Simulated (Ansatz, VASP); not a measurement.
# BN: VASP beside Ansatz

Contents of POSCAR:

```
BN
1.0
    0.0000000000      1.8123816016      1.8123816016
    1.8123816016      0.0000000000      1.8123816016
    1.8123816016      1.8123816016      0.0000000000
B N
1 1
Direct
    0.5000000000      0.5000000000      0.5000000000
    0.2500000000      0.2500000000      0.2500000000
```

INCAR.step1

```
PREC = Accurate ; ENCUT = 910
ISMEAR = 0 ; SIGMA = 0.02
LREAL = F ; LASPH = T
NELM = 120 ; NBANDS = 11
GGA = PE ; ALGO = Normal
EDIFF = 1E-5 ; LWAVE = T
LCHARG = F ; GGA_COMPAT = F
```

The input INCAR.step2:

```
PREC = Accurate ; ENCUT = 910
EDIFF = 1E-6 ; ISMEAR = 0
SIGMA = 0.02 ; LREAL = F
LASPH = T ; NELM = 120
ALGO = Normal ; ISIF = 2
LWAVE = F ; LCHARG = F
METAGGA = R2SCAN ; LMIXTAU = T
NBANDS = 11 ; ISTART = 1
GGA_COMPAT = F
```

Contents of KPOINTS:

```
regular mesh
0
Gamma
  12 12 12
```

Input for Ansatz:

```yaml
crystal:
  lattice:
    - [0.0, 1.8123816016, 1.8123816016]
    - [1.8123816016, 0.0, 1.8123816016]
    - [1.8123816016, 1.8123816016, 0.0]
  atoms:
    - { symbol: B, position: [0.5, 0.5, 0.5] }
    - { symbol: "N", position: [0.25, 0.25, 0.25] }
basis:
  ecutwfc: 500
kpoints:
  mp_grid: { grid: [12, 12, 12] }
  band_path:
    path:
      - [[0.0, 0.0, 0.0], [-0.5, -0.5, 0.0], [-0.375, -0.375, 0.25]]
      - [[-0.375, 0.0, 0.375], [0.0, 0.0, 0.0], [0.0, 0.0, 0.5], [-0.5, -0.25, 0.25], [-0.5, -0.5, 0.0]]
    npoints: 14
hamiltonian:
  xc: r2scan
scf:
  occupations: { method: gaussian, width: 0.02 }
  n_extra_bands: 6
output:
  forces: true
  stress: true
  eigenvalues: true
  populations: true
  dos: { projected: true, de: 0.02, nscf_kmesh: { grid: [18, 18, 18] } }
  bader: true
  write_density: true
  write_potential: true
  elf: true
  volumetric_format: npy
```

Alike in both runs: task single point; functional r2SCAN; k mesh 12 × 12 × 12; occupations gaussian, width 0.02 eV; no spin polarisation.

```csv
,VASP,Ansatz
version,VASP 6.6.1,Ansatz 0.2.0
potentials or method,"VASP PAW PBE potentials, release 64 (B_h, N_h), cutoff 910 eV","scalar-relativistic, plane waves, PAW"
valence electrons in the cell,8,8
```

Ansatz gave:

| Quantity | Value |
| --- | --- |
| gap on the k mesh at the Fermi level (eV) | 4.99 |
| least direct gap on the mesh (eV) | 9.52 |

Problem. What did VASP give for the same quantities?

Solution. gap on the k mesh at the Fermi level (eV): 4.98; least direct gap on the mesh (eV): 9.51.

VASP's potentials were made for PBE, not for r2SCAN.

Noted on VASP's run: the cutoff is short for stress, so the pressure is rough.
